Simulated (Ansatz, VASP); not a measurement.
Two plane-wave programs on Ru

```
Ru
1.0
     2.67947    0.00000    0.00000
    -1.33973    2.32049    0.00000
     0.00000    0.00000    4.22916
Ru
2
Direct
  0.34122 0.68381 0.25557
  0.67456 0.35047 0.75557
```

Alike in both runs: functional PBEsol; k mesh 9 × 9 × 5; occupations fermi-dirac, width 0.05 eV; no spin polarisation; Hubbard terms Ru d U = 6.0 eV.

Ansatz relaxed the structure, and its values are those at the end. VASP's run is a single point on that final structure, the one shown.

```csv
,VASP,Ansatz
version,VASP 6.6.1,Ansatz 0.2.0
potentials or method,"VASP PAW PBE potentials, release 64 (Ru_sv)","PAW with Ansatz's default frozen-core files, scalar-relativistic"
plane-wave cutoff (eV),600,420
valence electrons in the cell,32,32
```

|  | VASP | Ansatz | Ansatz less VASP |
| --- | --- | --- | --- |
| gap on the k mesh at the Fermi level (eV) | none | none | - |
| pressure (GPa) | 1.8 | 0.0 | -1.84 |

VASP's potentials were made for PBE, not for PBEsol. The programs project onto different local orbitals, so the same U acts differently, and such runs can settle in different states. A gap of «none» marks a metal or a gap that the smearing closes. Ansatz's warnings: end state compared, filled band counts differ across k points, stability check not made.
